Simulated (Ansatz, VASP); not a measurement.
## One calculation of CuO, two programs

Contents of INCAR:

```
SYSTEM = CuO
  PREC = Accurate
  ENCUT = 520
  EDIFF = 1E-7
  ISMEAR = -1
  SIGMA = 0.05
  LREAL = .False.
  LASPH = .True.
  NELM = 100
  ALGO = Normal
  ISIF = 2
  LWAVE = .False.
  LCHARG = .False.
  GGA = PE
  NBANDS = 25
```

File KPOINTS:

```
regular mesh
0
Gamma
  10 10 6
  0 0 0
```

File POSCAR:

```
CuO
1.0
    3.2418927181      0.0000000000      0.0000000000
   -1.6209463590      2.8075614535      0.0000000000
    0.0000000000      0.0000000000      4.5184047708
Cu O
2 2
Direct
    0.0000000000      0.0000000000      0.0000000000
    0.0000000000      0.0000000000      0.5000000000
    0.3333333333      0.6666666667      0.2500000000
    0.6666666667      0.3333333333      0.7500000000
```

File input.yaml:

```yaml
crystal:
  lattice:
    - [3.2418927181, 0.0, 0.0]
    - [-1.620946359, 2.8075614535, 0.0]
    - [0.0, 0.0, 4.5184047708]
  atoms:
    - { symbol: Cu, position: [0.0, 0.0, 0.0] }
    - { symbol: Cu, position: [0.0, 0.0, 0.5] }
    - { symbol: O, position: [0.3333333333, 0.6666666667, 0.25] }
    - { symbol: O, position: [0.6666666667, 0.3333333333, 0.75] }
kpoints:
  mp_grid: { grid: [10, 10, 6] }
scf:
  occupations: { method: fermi_dirac, width: 0.05 }
hamiltonian:
  xc: pbe
  pseudopotentials: { kind: all_electron, lapw: { basis_error: 0.001 } }
output:
  forces: true
  stress: true
  eigenvalues: true
```

Change from the starting cell: volume scaled by 1.06.

Alike in both runs: task single point; functional PBE; k mesh 10 × 10 × 6; occupations fermi-dirac, width 0.05 eV; no spin polarisation.

|  | VASP | Ansatz |
| --- | --- | --- |
| version | VASP 6.6.1 | Ansatz 0.2.0 |
| potentials or method | VASP PAW PBE potentials, release 64 (Cu, O), cutoff 520 eV | all-electron LAPW, scalar-relativistic |

Ansatz gave:

| Item | Value |
| --- | --- |
| gap on the k mesh at the Fermi level (eV) | none |
| pressure (GPa) | -3.7 |
| traceless stress, the component that is largest in VASP (GPa) | 26.99 |

Task: Which values does VASP return?

Result: gap on the k mesh at the Fermi level (eV): none; pressure (GPa): -3.5; traceless stress, the component that is largest in VASP (GPa): 27.10.

A gap of «none» marks a metal or a gap that the smearing closes. Ansatz ran all-electron here, and VASP with PAW potentials.
